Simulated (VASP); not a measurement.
# HC6 in VASP: notebook

The runs below take HC6 through single point, with LDA.

Program: VASP 6.6.1. These are calculated values, not measurements. Logs are shortened: lines on timing, memory, paths and dates and some standing lists are left out, and cuts for length are marked.

## Step 1: The cell of the first run

The cell holds a wire or tube with vacuum around it, 14 atoms: a = 4.890 Å, b = 8.870 Å, c = 22.747 Å, α = 90.00°, β = 90.00°, γ = 97.92°.

## Step 2: Single point, LDA

INCAR reads:

```
SYSTEM = HC6
ALGO = Normal
DIPOL = 0.5 0.5 0.307
EDIFF = 1E-6
ENCUT = 520
GGA = CA
IDIPOL = 3
ISIF = 2
ISMEAR = 0
LASPH = .True.
LCHARG = .False.
LDIPOL = .True.
LREAL = .False.
LWAVE = .False.
NBANDS = 38
NELM = 80
PREC = Accurate
SIGMA = 0.1
```

KPOINTS reads:

```
k-points
0
Gamma
  6 3 1
  0 0 0
```

POSCAR reads:

```
HC6
1.0
    4.8895256614      0.0000000000      0.0000000000
   -1.2223814153      8.7849592876      0.0000000000
    0.0000000000      0.0000000000     22.7474729025
C H
12 2
Direct
    0.0193612757      0.0774451030      0.1758437088
    0.5193612758      0.0774451030      0.1758437088
    0.2742015947      0.0968063788      0.2059542860
    0.7742015947      0.0968063788      0.2059542860
    0.2838822326      0.1355289303      0.2661754406
    0.7838822326      0.1355289303      0.2661754406
    0.0386279421      0.1545151615      0.2955067254
    0.5386279421      0.1545151615      0.2955067254
    0.0488684834      0.1954807970      0.3583587359
    0.5488684834      0.1954807970      0.3583587359
    0.3031723044      0.2126952264      0.3845470194
    0.8031723044      0.2126952264      0.3845470194
    0.0488684834      0.1112041249      0.4605994234
    0.0488684834      0.2797574692      0.4605994234
```

Potentials or basis: VASP PAW LDA potentials, release 64 (C, H).

The run is started by

```console
cat potpaw_LDA.64/C/POTCAR potpaw_LDA.64/H/POTCAR > POTCAR
mpirun -np 1 vasp_std > vasp.out
```

OUTCAR:

```text
SYSTEM = HC6
   EDIFF = 1E-6
   ENCUT = 520
   GGA = CA
   ISIF = 2
   ISMEAR = 0
   LASPH = .True.
   LREAL = .False.
   NELM = 80
   PREC = Accurate

 ion  position               nearest neighbor table
   1  0.019  0.077  0.176-   4 1.41   3 1.41
   2  0.519  0.077  0.176-   4 1.41   3 1.41
   3  0.274  0.097  0.206-   2 1.41   1 1.41   5 1.41
   4  0.774  0.097  0.206-   1 1.41   2 1.41   6 1.41
   5  0.284  0.136  0.266-   8 1.40   7 1.40   3 1.41
   6  0.784  0.136  0.266-   7 1.40   8 1.40   4 1.41
   7  0.039  0.155  0.296-   6 1.40   5 1.40   9 1.47
   8  0.539  0.155  0.296-   5 1.40   6 1.40  10 1.47
   9  0.049  0.195  0.358-  12 1.37  11 1.37   7 1.47
  10  0.549  0.195  0.358-  11 1.37  12 1.37   8 1.47
  11  0.303  0.213  0.385-  10 1.37   9 1.37
  12  0.803  0.213  0.385-   9 1.37  10 1.37
  13  0.049  0.111  0.461-
  14  0.049  0.280  0.461-

  LATTYP: Found a simple monoclinic cell.
 ALAT       =     4.8895256614
 B/A-ratio  =     4.6522862293
 C/A-ratio  =     1.8139991911
 COS(beta)  =    -0.1378170405

  Lattice vectors:

 A1 = (   4.8895256614,   0.0000000000,   0.0000000000)
 A2 = (   0.0000000000,   0.0000000000, -22.7474729025)
 A3 = (  -1.2223814153,   8.7849592876,   0.0000000000)

Analysis of symmetry for initial positions (statically):
=====================================================================
 Subroutine PRICEL returns:
 Original cell was already a primitive cell.

 Routine SETGRP: Setting up the symmetry group for a
 simple monoclinic supercell.

 Subroutine GETGRP returns: Found  1 space group operations
 (whereof  1 operations were pure point group operations)
 out of a pool of  4 trial point group operations.

The static configuration has the point symmetry C_1 .

Analysis of symmetry for dynamics (positions and initial velocities):
=====================================================================
 Subroutine PRICEL returns:
 Original cell was already a primitive cell.

 Routine SETGRP: Setting up the symmetry group for a
 simple monoclinic supercell.

 Subroutine GETGRP returns: Found  1 space group operations
 (whereof  1 operations were pure point group operations)
 out of a pool of  4 trial point group operations.

The dynamic configuration has the point symmetry C_1 .

 Subroutine INISYM returns: Found  1 space group operations
 (whereof  1 operations are pure point group operations),
 and found     1 'primitive' translations

----------------------------------------------------------------------------------------

                                     Primitive cell

  volume of cell :     977.1014

  direct lattice vectors                    reciprocal lattice vectors
     4.889525661  0.000000000  0.000000000     0.204518816  0.028457730  0.000000000
    -1.222381415  8.784959288  0.000000000     0.000000000  0.113830920  0.000000000
     0.000000000  0.000000000 22.747472903     0.000000000  0.000000000  0.043960927

  length of vectors
     4.889525661  8.869595594 22.747472903     0.206489197  0.113830920  0.043960927

  position of ions in fractional coordinates (direct lattice)
     0.019361276  0.077445103  0.175843709
     0.519361276  0.077445103  0.175843709
     0.274201595  0.096806379  0.205954286
     0.774201595  0.096806379  0.205954286
     0.283882233  0.135528930  0.266175441
     0.783882233  0.135528930  0.266175441
     0.038627942  0.154515162  0.295506725
     0.538627942  0.154515162  0.295506725
     0.048868483  0.195480797  0.358358736
     0.548868483  0.195480797  0.358358736
     0.303172304  0.212695226  0.384547019
     0.803172304  0.212695226  0.384547019
     0.048868483  0.111204125  0.460599423
     0.048868483  0.279757469  0.460599423

  ion indices of the primitive-cell ions
   primitive index   ion index
                 1           1
                 2           2
                 3           3
                 4           4
                 5           5
                 6           6
                 7           7
                 8           8
                 9           9
                10          10
                11          11
                12          12
                13          13
                14          14

----------------------------------------------------------------------------------------

 KPOINTS: k-points

Automatic generation of k-mesh.
 Grid dimensions read from file:
 generate k-points for:    6    3    1

 Generating k-lattice:

  Cartesian coordinates                     Fractional coordinates (reciprocal lattice)
     0.034086469  0.004742955  0.000000000     0.166666667  0.000000000  0.000000000
     0.000000000  0.037943640  0.000000000     0.000000000  0.333333333  0.000000000
     0.000000000  0.000000000  0.043960927     0.000000000  0.000000000  1.000000000

  Length of vectors
     0.034414866  0.037943640  0.043960927

  Shift w.r.t. Gamma in fractional coordinates (k-lattice)
     0.000000000  0.000000000  0.000000000

 Subroutine IBZKPT returns following result:
 ===========================================

 Found     10 irreducible k-points:

 Following reciprocal coordinates:
            Coordinates               Weight
  0.000000  0.000000  0.000000      1.000000
  0.166667  0.000000  0.000000      2.000000
  0.333333  0.000000  0.000000      2.000000
  0.500000  0.000000  0.000000      1.000000
  0.000000  0.333333  0.000000      2.000000
  0.166667  0.333333  0.000000      2.000000
  0.333333  0.333333  0.000000      2.000000
  0.500000  0.333333  0.000000      2.000000
 -0.333333  0.333333  0.000000      2.000000
 -0.166667  0.333333  0.000000      2.000000
   k-points           NKPTS =     10   k-points in BZ     NKDIM =     10   number of bands    NBANDS=     38
   number of dos      NEDOS =    301   number of ions     NIONS =     14
   total plane-waves  NPLWV = 453600
   dimension x,y,z NGX =    36 NGY =   70 NGZ =  180
   dimension x,y,z NGXF=    72 NGYF=  140 NGZF=  360
   ions per type =              12   2
   NGX,Y,Z   is equivalent  to a cutoff of  12.24, 13.12, 13.15 a.u.
   NGXF,Y,Z  is equivalent  to a cutoff of  24.48, 26.24, 26.31 a.u.
 SYSTEM =  HC6
   PREC   = accura    normal or accurate (medium, high low for compatibility)
   ISTART =      0    job   : 0-new  1-cont  2-samecut
   ICHARG =      2    charge: 1-file 2-atom 10-const
   ISPIN  =      1    spin polarized calculation?
   LNONCOLLINEAR =      F non collinear calculations
   LSORBIT =      F    spin-orbit coupling
   LASPH  =      T    aspherical Exc in radial PAW
   ENCUT  =  520.0 eV  38.22 Ry    6.18 a.u.   9.09 16.49 42.30*2*pi/ulx,y,z
   NELM   =     80;   NELMIN=  2; NELMDL= -5     # of ELM steps
   EDIFF  = 0.1E-05   stopping-criterion for ELM
   LREAL  =      F    real-space projection
   EDIFFG = 0.1E-04   stopping-criterion for IOM
   NSW    =      0    number of steps for IOM
   IBRION =     -1    ionic relax: 0-MD 1-quasi-New 2-CG
   NFREE  =      0    steps in history (QN), initial steepest desc. (CG)
   ISIF   =      2    stress and relaxation
   ISYM   =      2    0-nonsym 1-usesym 2-fastsym
   POTIM  = 0.5000    time-step for ionic-motion
   TEBEG  =    0.0;   TEEND  =   0.0 temperature during run
   PSTRESS=    0.0 pullay stress
   NELECT =      50.0000    total number of electrons
   NUPDOWN=      -1.0000    fix difference up-down
   EMIN   =  10.00;   EMAX   =-10.00  energy-range for DOS
   EFERMI =   0.00;   METHOD = LEGACY
   ISMEAR =     0;   SIGMA  =   0.10  broadening in eV -4-tet -1-fermi 0-gaus
   EFERMI_NEDOS =   21; number of points for ismear=-14 and -15
   IALGO  =     38    algorithm
   IMIX   =      4    mixing-type and parameters
     AMIX     =   0.40;   BMIX     =  1.00
     AMIX_MAG =   1.60;   BMIX_MAG =  1.00
  volume/ion in A,a.u.               =      69.79       470.99
  Fermi-wavevector in a.u.,A,eV,Ry     =   0.607787  1.148551  5.026066  0.369405
  Thomas-Fermi vector in A             =   1.662378
   LORBIT       =      0    0 simple, 1 ext, 2 COOP (PROOUT), +10 PAW based schemes
   GGA     = CA    functional components
   LHFCALC =     F    Hartree Fock is set to
   AEXX    =    0.0000 exact exchange contribution
   IVDW    =     0    specifies the selected vdW correction
   LEPSILON=     F    determine dielectric tensor
   LRPA    =     F    only Hartree local field effects (RPA)
 non-spin polarized calculation
 Gauss-broadening in eV      SIGMA  =   0.10
  energy-cutoff  :      520.00
  volume of cell :      977.10
 maximum number of plane-waves:     26378
   NGX = 19   NGY = 33   NGZ = 85

 dipolmoment           0.000000      0.000000      0.257103 electrons x Angstroem

 number of electron      49.9999997 magnetization

 dipolmoment           0.000000      0.000000     -0.372920 electrons x Angstroem

 Free energy of the ion-electron system (eV)
  ---------------------------------------------------
  ext. energy  EPLUGINS =         0.00000000
  ---------------------------------------------------
  free energy    TOTEN  =      -112.01775446 eV

  energy without entropy =     -111.94345170  energy(sigma->0) =     -111.98060308

 E-fermi :  -4.3634     XC(G=0):  -1.9906

 val. band max:       -4.3775289783   @ k =   0.5000   0.3333   0.0000
 cond. band min:      -4.3351143873   @ k =   0.5000   0.0000   0.0000
 fundamental gap:      0.0424145911
 Fermi energy:        -4.3634199065

 k-point     1 :       0.0000    0.0000    0.0000
  band No.  band energies     occupation
      1     -23.1661      2.00000
      2     -21.4948      2.00000
      3     -19.0298      2.00000
      4     -18.9289      2.00000
      5     -18.9221      2.00000
      6     -17.3923      2.00000
[... 29 lines left out ...]
     36       1.4473      0.00000
     37       1.8204      0.00000

 k-point     2 :       0.1667    0.0000    0.0000
  band No.  band energies     occupation
      1     -23.0438      2.00000
      2     -21.3768      2.00000
      3     -20.1687      2.00000
      4     -18.9227      2.00000
      5     -18.6554      2.00000
      6     -17.3312      2.00000
[... 29 lines left out ...]
     36       1.5995      0.00000
     37       1.9404      0.00000

 k-point     3 :       0.3333    0.0000    0.0000
  band No.  band energies     occupation
      1     -22.6779      2.00000
      2     -21.2308      2.00000
      3     -21.0236      2.00000
      4     -19.6354      2.00000
      5     -18.6013      2.00000
      6     -17.3269      2.00000
[... 29 lines left out ...]
     36       1.8831      0.00000
     37       2.0987      0.00000
[... 201 lines left out ...]
 k-point     9 :      -0.3333    0.3333    0.0000
  band No.  band energies     occupation
      1     -22.6779      2.00000
      2     -21.2308      2.00000
      3     -21.0236      2.00000
      4     -19.6355      2.00000
      5     -18.6013      2.00000
      6     -17.3269      2.00000
[... 29 lines left out ...]
     36       1.7367      0.00000
     37       1.9416      0.00000

 k-point    10 :      -0.1667    0.3333    0.0000
  band No.  band energies     occupation
      1     -23.0438      2.00000
      2     -21.3768      2.00000
      3     -20.1687      2.00000
      4     -18.9227      2.00000
      5     -18.6554      2.00000
      6     -17.3312      2.00000
[... 29 lines left out ...]
     36       1.3061      0.00000
     37       1.4910      0.00000
 [bands above 37 left out]

------------------------ aborting loop because EDIFF is reached ----------------------------------------

 vacuum level on the upper side and lower side of the slab       (xc-potential included)        -0.796         0.744

  FORCE on cell =-STRESS in cart. coord.  units (eV):
  Direction    XX          YY          ZZ          XY          YZ          ZX
  --------------------------------------------------------------------------------------
  -------------------------------------------------------------------------------------
  Total        0.6593074     -4.7161984     -0.6931358     -0.3639739      0.3246328     -0.2226837
  in kB        1.0810827     -7.7332671     -1.1365519     -0.5968170      0.5323084     -0.3651400
  external PRESSURE =      -2.5962454 kB  Pullay stress =       0.0000000 kB

 VOLUME and BASIS-vectors are now :
 -----------------------------------------------------------------------------
  energy-cutoff  :      520.00
  volume of cell :      977.10
      direct lattice vectors                 reciprocal lattice vectors
     4.889525661  0.000000000  0.000000000     0.204518816  0.028457730  0.000000000
    -1.222381415  8.784959288  0.000000000     0.000000000  0.113830920  0.000000000
     0.000000000  0.000000000 22.747472903     0.000000000  0.000000000  0.043960927

 POSITION                                       TOTAL-FORCE (eV/Angst)
 -----------------------------------------------------------------------------------
     -0.00000      0.68035      4.00000        -0.020597      0.358911      1.689528
      2.44476      0.68035      4.00000         0.022965      0.508004      1.592879
      1.22238      0.85044      4.68494         0.054238     -0.797638     -3.031448
      3.66714      0.85044      4.68494        -0.057823     -0.819151     -3.045616
      1.22238      1.19062      6.05482         0.169918      0.246294      1.123923
      3.66714      1.19062      6.05482        -0.166846      0.296221      1.169526
     -0.00000      1.35741      6.72203         0.015972      0.441023      0.688420
      2.44476      1.35741      6.72203        -0.010367      0.116346      0.264315
     -0.00001      1.71729      8.15176        -0.031831     -0.157649     -0.701530
      2.44475      1.71729      8.15176         0.037265     -0.214964     -0.873039
      1.22237      1.86852      8.74747        -0.084880     -0.412004      1.177594
      3.66714      1.86852      8.74747         0.189142      0.291707      1.401861
      0.10301      0.97692     10.47747         0.195324      3.201634     -0.466995
     -0.10303      2.45766     10.47747        -0.312479     -3.058735     -0.989418
 -----------------------------------------------------------------------------------
    total drift:                                0.000608      0.000352     -0.000205

  FREE ENERGIE OF THE ION-ELECTRON SYSTEM (eV)
  ---------------------------------------------------
  free  energy   TOTEN  =      -112.0177544602 eV

  energy  without entropy=     -111.9434516989  energy(sigma->0) =     -111.98060308

 vacuum level on the upper side and lower side of the slab         0.408         1.982
```

Wall time 10 min (1 thread of Intel Xeon Platinum 8488C (Sapphire Rapids), shared host); peak memory 0.78 GiB.

Results:

| Quantity | Value |
| --- | --- |
| Free energy | -112.0178 eV |
| Largest force | 3.241 eV/Å |
| Band gap on the k mesh | 0.04 eV |

Forces in eV/Å, atoms in the order of the input:
```
C   -0.021  0.359  1.690
C    0.023  0.508  1.593
C    0.054 -0.798 -3.031
C   -0.058 -0.819 -3.046
C    0.170  0.246  1.124
C   -0.167  0.296  1.170
C    0.016  0.441  0.688
C   -0.010  0.116  0.264
C   -0.032 -0.158 -0.702
C    0.037 -0.215 -0.873
C   -0.085 -0.412  1.178
C    0.189  0.292  1.402
H    0.195  3.202 -0.467
H   -0.312 -3.059 -0.989
```

## Step 3: Single point, LDA

INCAR reads:

```
SYSTEM = HC6
PREC = Accurate ; ENCUT = 520
EDIFF = 1E-6 ; ISMEAR = 0
SIGMA = 0.1 ; LREAL = .FALSE.
LASPH = .TRUE. ; NELM = 100
ALGO = Normal ; ISIF = 2
LWAVE = .FALSE. ; LCHARG = .FALSE.
LDIPOL = .TRUE. ; IDIPOL = 3
DIPOL = 0.5 0.5 0.307 ; GGA = CA
NBANDS = 38
```

KPOINTS reads:

```
Automatic mesh
0
G
  6 3 1
  0 0 0
```

Changes to POSCAR since step 2:

```diff
@@ -20,3 +20,3 @@
     0.8031723044      0.2126952264      0.3845470194
-    0.0488684834      0.1112041249      0.4605994234
-    0.0488684834      0.2797574692      0.4605994234
+    0.0488684834      0.0694885815      0.4605994234
+    0.0488684834      0.3214730126      0.4605994234
```

Potentials or basis: VASP PAW LDA potentials, release 64 (C, H).

The run is started by

```console
cat potpaw_LDA.64/C/POTCAR potpaw_LDA.64/H/POTCAR > POTCAR
mpirun -np 1 vasp_std > vasp.out
```

It took 11 min on 1 thread of Intel Xeon Platinum 8488C (Sapphire Rapids), shared host; peak memory 0.78 GiB.

The run converged. Its results:

```
Free energy            : -110.4660 eV
Largest force          : 3.320 eV/Å
Band gap on the k mesh : 0.04 eV
```

Forces in eV/Å, atoms in the order of the input:
```
C   -0.025  0.429  1.861
C    0.034  0.542  1.754
C    0.060 -0.801 -3.094
C   -0.070 -0.883 -3.199
C    0.182  0.181  0.996
C   -0.178  0.304  1.116
C    0.033  0.428  0.954
C   -0.022  0.114  0.335
C   -0.042 -0.365 -1.374
C    0.041 -0.238 -0.934
C   -0.313 -0.487  1.737
C    0.487  1.046  2.025
H    0.688  1.395 -0.640
H   -0.874 -1.664 -1.537
```

Levels at points of the mesh, in eV from the valence-band top:
```tsv
k point	band 23	band 24	band 25	band 26	band 27	band 28
(0.00, 0.00, 0.00)	-0.79	-0.20	-0.06	0.18	0.32	0.87
(0.50, 0.00, 0.00)	-1.74	-0.40	0.00	0.04	0.37	1.34
```

## Step 4: Single point, LDA

INCAR reads:

```
SYSTEM = HC6
  PREC = Accurate
  ENCUT = 520
  EDIFF = 1E-6
  ISMEAR = 0
  SIGMA = 0.1
  LREAL = .False.
  LASPH = .True.
  NELM = 60
  ALGO = Normal
  ISIF = 2
  LWAVE = .False.
  LCHARG = .False.
  LDIPOL = .True.
  IDIPOL = 3
  DIPOL = 0.5 0.5 0.299
  GGA = CA
  NBANDS = 38
```

KPOINTS reads:

```
Automatic mesh
0
Gamma
  6 3 1
  0 0 0
```

Changes to POSCAR since step 3:

```diff
@@ -20,3 +20,3 @@
     0.8031723044      0.2126952264      0.3845470194
-    0.0488684834      0.0694885815      0.4605994234
-    0.0488684834      0.3214730126      0.4605994234
+    0.0488684834      0.1289050446      0.4043294366
+    0.0488684834      0.2620565494      0.4043294366
```

The run is started by

```console
cat potpaw_LDA.64/C/POTCAR potpaw_LDA.64/H/POTCAR > POTCAR
mpirun -np 1 vasp_std > vasp.out
```

It took 33 min on 1 thread of Intel Xeon 8259CL, shared host; peak memory 0.79 GiB.

It converged, with:

| Item | Value |
| --- | --- |
| Free energy | -111.1536 eV |
| Largest force | 10.694 eV/Å |
| Band gap on the k mesh | zero (bands 25 and 26 overlap by 0.03 eV) |

Forces in eV/Å, atoms in the order of the input:
```
C     0.043   0.553   2.214
C    -0.025   0.536   2.211
C    -0.060  -0.910  -3.796
C     0.044  -1.006  -3.911
C    -0.218   0.343   1.420
C     0.240   0.393   1.475
C     0.037  -0.247  -1.181
C    -0.005   0.216   0.684
C     0.128  -2.577 -10.378
C     0.141  -0.432  -1.509
C    -0.051   0.336   2.940
C     0.069   0.881   2.659
H     1.277  -2.626   2.112
H    -1.622   4.538   5.060
```

Levels at points of the mesh, in eV from the Fermi level:
```
           k point  band 22  band 23  band 24  band 25  band 26  band 27  band 28  band 29
(0.00, 0.00, 0.00)    -1.34    -0.93    -0.28    -0.04     0.15     0.60     1.27     2.74
(0.50, 0.00, 0.00)    -1.82    -1.16    -0.61    -0.07    -0.06     2.61     2.81     4.85
```

(Part 1 of 2 ends here.)

The gap in the log of VASP goes by the Fermi energy; the results here count the filled bands.